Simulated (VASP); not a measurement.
# RbCaH3 (R-3m) in VASP: further runs, part 2 of 2

VASP 6.6.1. The steps go on from the part before.

## 3. Single point, LDA

INCAR reads:

```
SYSTEM = RbCaH3
PREC     = Accurate       ! precision mode
ENCUT    = 520            ! plane-wave cutoff, eV
EDIFF    = 1E-6           ! SCF threshold, eV
ISMEAR   = 0              ! smearing method
SIGMA    = 0.05           ! smearing width, eV
LREAL    = .False.        ! projectors in reciprocal space
LASPH    = .True.         ! aspherical terms in the spheres
NELM     = 100            ! most SCF steps
ALGO     = Normal         ! electronic algorithm
ISIF     = 2              ! what is computed and relaxed
LWAVE    = .False.        ! write WAVECAR
LCHARG   = .True.         ! write CHGCAR
LELF     = .True.         ! ELF
LVHAR    = .True.       
NBANDS   = 19             ! bands
```

KPOINTS reads:

```
Automatic mesh
0
Gamma
  6 6 6
  0 0 0
```

POSCAR reads:

```
RbCaH3
1.0
    4.5641502115      0.2852593882      0.2852593882
    0.2852593882      4.5641502115      0.2852593882
    0.2852593882      0.2852593882      4.5641502115
Rb Ca H
1 1 3
Direct
    0.0000000000      0.0000000000      0.0000000000
    0.5000000000      0.5000000000      0.5000000000
    0.0000000000      0.5000000000      0.5000000000
    0.5000000000      0.0000000000      0.5000000000
    0.5000000000      0.5000000000      0.0000000000
```

Potentials or basis: VASP PAW LDA potentials, release 64 (Rb_sv, Ca_sv, H).

The run is started by

```console
cat potpaw_LDA.64/Rb_sv/POTCAR potpaw_LDA.64/Ca_sv/POTCAR potpaw_LDA.64/H/POTCAR > POTCAR
mpirun -np 1 vasp_std > vasp.out
```

OUTCAR:

```text
SYSTEM = RbCaH3
   PREC = Accurate
   ENCUT = 520
   EDIFF = 1E-6
   ISMEAR = 0
   LREAL = .False.
   LASPH = .True.
   NELM = 100
   ISIF = 2

 ion  position               nearest neighbor table
   1  0.000  0.000  0.000-   3 3.03   4 3.03   3 3.03   5 3.03   4 3.03   5 3.03   2 3.80   2 3.80
                             2 3.80   2 3.80   2 3.80   2 3.80   2 4.45   2 4.45
   2  0.500  0.500  0.500-   1 3.80   1 3.80   1 3.80   1 3.80   1 3.80   1 3.80   1 4.45   1 4.45

   3  0.000  0.500  0.500-   1 3.03   1 3.03
   4  0.500  0.000  0.500-   1 3.03   1 3.03
   5  0.500  0.500  0.000-   1 3.03   1 3.03

  LATTYP: Found a trigonal (rhomboedric) cell.
 ALAT       =     4.5819442369
 COS(alpha) =     0.1279069767

  Lattice vectors:

 A1 = (   4.5641502115,   0.2852593882,   0.2852593882)
 A2 = (   0.2852593882,   4.5641502115,   0.2852593882)
 A3 = (   0.2852593882,   0.2852593882,   4.5641502115)

Analysis of symmetry for initial positions (statically):
=====================================================================
 Subroutine PRICEL returns:
 Original cell was already a primitive cell.

 Routine SETGRP: Setting up the symmetry group for a
 trigonal (rhombohedral) supercell.

 Subroutine GETGRP returns: Found 12 space group operations
 (whereof 12 operations were pure point group operations)
 out of a pool of 12 trial point group operations.

The static configuration has the point symmetry D_3d.

Analysis of symmetry for dynamics (positions and initial velocities):
=====================================================================
 Subroutine PRICEL returns:
 Original cell was already a primitive cell.

 Routine SETGRP: Setting up the symmetry group for a
 trigonal (rhombohedral) supercell.

 Subroutine GETGRP returns: Found 12 space group operations
 (whereof 12 operations were pure point group operations)
 out of a pool of 12 trial point group operations.

The dynamic configuration has the point symmetry D_3d.

 Subroutine INISYM returns: Found 12 space group operations
 (whereof 12 operations are pure point group operations),
 and found     1 'primitive' translations

----------------------------------------------------------------------------------------

                                     Primitive cell

  volume of cell :      94.0102

  direct lattice vectors                    reciprocal lattice vectors
     4.564150212  0.285259388  0.285259388     0.220721791 -0.012983635 -0.012983635
     0.285259388  4.564150212  0.285259388    -0.012983635  0.220721791 -0.012983635
     0.285259388  0.285259388  4.564150212    -0.012983635 -0.012983635  0.220721791

  length of vectors
     4.581944237  4.581944237  4.581944237     0.221484217  0.221484217  0.221484217

  position of ions in fractional coordinates (direct lattice)
     0.000000000  0.000000000  0.000000000
     0.500000000  0.500000000  0.500000000
     0.000000000  0.500000000  0.500000000
     0.500000000  0.000000000  0.500000000
     0.500000000  0.500000000  0.000000000

  ion indices of the primitive-cell ions
   primitive index   ion index
                 1           1
                 2           2
[... 27 lines left out ...]

 Found     32 irreducible k-points:

 Following reciprocal coordinates:
            Coordinates               Weight
  0.000000  0.000000  0.000000      1.000000
  0.166667  0.000000  0.000000      6.000000
  0.333333  0.000000  0.000000      6.000000
  0.500000  0.000000  0.000000      3.000000
  0.166667  0.166667  0.000000      6.000000
  0.333333  0.166667  0.000000     12.000000
[... 16 lines left out ...]
  0.500000  0.500000  0.166667      6.000000
 -0.333333  0.500000  0.166667     12.000000
 [... further k-points ...]
   k-points           NKPTS =     32   k-points in BZ     NKDIM =     32   number of bands    NBANDS=     19
   number of dos      NEDOS =    301   number of ions     NIONS =      5
   total plane-waves  NPLWV =  46656
   dimension x,y,z NGX =    36 NGY =   36 NGZ =   36
   dimension x,y,z NGXF=    72 NGYF=   72 NGZF=   72
   ions per type =               1   1   3
   NGX,Y,Z   is equivalent  to a cutoff of  13.06, 13.06, 13.06 a.u.
   NGXF,Y,Z  is equivalent  to a cutoff of  26.12, 26.12, 26.12 a.u.
 SYSTEM =  RbCaH3
   PREC   = accura    normal or accurate (medium, high low for compatibility)
   ISTART =      0    job   : 0-new  1-cont  2-samecut
   ICHARG =      2    charge: 1-file 2-atom 10-const
   ISPIN  =      1    spin polarized calculation?
   LNONCOLLINEAR =      F non collinear calculations
   LSORBIT =      F    spin-orbit coupling
   LASPH  =      T    aspherical Exc in radial PAW
   ENCUT  =  520.0 eV  38.22 Ry    6.18 a.u.   8.52  8.52  8.52*2*pi/ulx,y,z
   NELM   =    100;   NELMIN=  2; NELMDL= -5     # of ELM steps
   EDIFF  = 0.1E-05   stopping-criterion for ELM
   LREAL  =      F    real-space projection
   EDIFFG = 0.1E-04   stopping-criterion for IOM
   NSW    =      0    number of steps for IOM
   IBRION =     -1    ionic relax: 0-MD 1-quasi-New 2-CG
   NFREE  =      0    steps in history (QN), initial steepest desc. (CG)
   ISIF   =      2    stress and relaxation
   ISYM   =      2    0-nonsym 1-usesym 2-fastsym
   POTIM  = 0.5000    time-step for ionic-motion
   TEBEG  =    0.0;   TEEND  =   0.0 temperature during run
   PSTRESS=    0.0 pullay stress
   NELECT =      22.0000    total number of electrons
   NUPDOWN=      -1.0000    fix difference up-down
   EMIN   =  10.00;   EMAX   =-10.00  energy-range for DOS
   EFERMI =   0.00;   METHOD = LEGACY
   ISMEAR =     0;   SIGMA  =   0.05  broadening in eV -4-tet -1-fermi 0-gaus
   EFERMI_NEDOS =   21; number of points for ismear=-14 and -15
   IALGO  =     38    algorithm
   IMIX   =      4    mixing-type and parameters
     AMIX     =   0.40;   BMIX     =  1.00
     AMIX_MAG =   1.60;   BMIX_MAG =  1.00
  volume/ion in A,a.u.               =      18.80       126.88
  Fermi-wavevector in a.u.,A,eV,Ry     =   1.008844  1.906439 13.847556  1.017767
  Thomas-Fermi vector in A             =   2.141736
   LORBIT       =      0    0 simple, 1 ext, 2 COOP (PROOUT), +10 PAW based schemes
   GGA     = CA    functional components
   LHFCALC =     F    Hartree Fock is set to
   AEXX    =    0.0000 exact exchange contribution
   IVDW    =     0    specifies the selected vdW correction
   LEPSILON=     F    determine dielectric tensor
   LRPA    =     F    only Hartree local field effects (RPA)
 non-spin polarized calculation
 Gauss-broadening in eV      SIGMA  =   0.05
  energy-cutoff  :      520.00
  volume of cell :       94.01
 maximum number of plane-waves:      2549
 NGX is ok and might be reduce to    36
   NGX = 17   NGY = 17   NGZ = 17

 number of electron      21.9999999 magnetization

 Free energy of the ion-electron system (eV)
  ---------------------------------------------------
  ext. energy  EPLUGINS =         0.00000000
  ---------------------------------------------------
  free energy    TOTEN  =       -15.60038362 eV

  energy without entropy =      -15.60038362  energy(sigma->0) =      -15.60038362

 E-fermi :  -0.8631     XC(G=0):  -8.1920

 val. band max:       -1.0762307058   @ k =   0.5000   0.5000   0.0000
 cond. band min:       1.4847345688   @ k =   0.5000   0.5000   0.0000
 fundamental gap:      2.5609652746
 Fermi energy:        -0.8631272689

 k-point     1 :       0.0000    0.0000    0.0000
  band No.  band energies     occupation
      1     -39.6436      2.00000
      2     -26.6320      2.00000
      3     -20.9951      2.00000
      4     -20.9951      2.00000
      5     -20.8826      2.00000
      6     -10.7746      2.00000
[... 505 lines left out ...]
      6     -10.9179      2.00000
[... 11 lines left out ...]
     18       6.4255      0.00000
     19       6.7041      0.00000

 [... further k-points ...]

------------------------ aborting loop because EDIFF is reached ----------------------------------------

  FORCE on cell =-STRESS in cart. coord.  units (eV):
  Direction    XX          YY          ZZ          XY          YZ          ZX
  --------------------------------------------------------------------------------------
  -------------------------------------------------------------------------------------
  Total       -1.3571725     -1.3571725     -1.3571725     -1.1340543     -1.1340543     -1.1340543
  in kB      -23.1297407    -23.1297407    -23.1297407    -19.3272273    -19.3272273    -19.3272273
  external PRESSURE =     -23.1297407 kB  Pullay stress =       0.0000000 kB

 VOLUME and BASIS-vectors are now :
 -----------------------------------------------------------------------------
  energy-cutoff  :      520.00
  volume of cell :       94.01
      direct lattice vectors                 reciprocal lattice vectors
     4.564150212  0.285259388  0.285259388     0.220721791 -0.012983635 -0.012983635
     0.285259388  4.564150212  0.285259388    -0.012983635  0.220721791 -0.012983635
     0.285259388  0.285259388  4.564150212    -0.012983635 -0.012983635  0.220721791

 POSITION                                       TOTAL-FORCE (eV/Angst)
 -----------------------------------------------------------------------------------
      0.00000      0.00000      0.00000        -0.000000      0.000000     -0.000000
      2.56733      2.56733      2.56733         0.000000     -0.000000     -0.000000
      0.28526      2.42470      2.42470        -0.000000      0.000000     -0.000000
      2.42470      0.28526      2.42470        -0.000000      0.000000      0.000000
      2.42470      2.42470      0.28526        -0.000000      0.000000     -0.000000
 -----------------------------------------------------------------------------------
    total drift:                                0.000000      0.000000      0.000000

  FREE ENERGIE OF THE ION-ELECTRON SYSTEM (eV)
  ---------------------------------------------------
  free  energy   TOTEN  =       -15.6003836175 eV

  energy  without entropy=      -15.6003836175  energy(sigma->0) =      -15.60038362
```

It took 19 s on 1 thread of Intel Xeon 6975P-C (Granite Rapids), shared host; peak memory 0.2 GiB.

What came out:

- Free energy: -15.6004 eV
- Pressure: -2.3 GPa
- Band gap on the k mesh: 2.56 eV, direct

 A k mesh can miss the band edges.
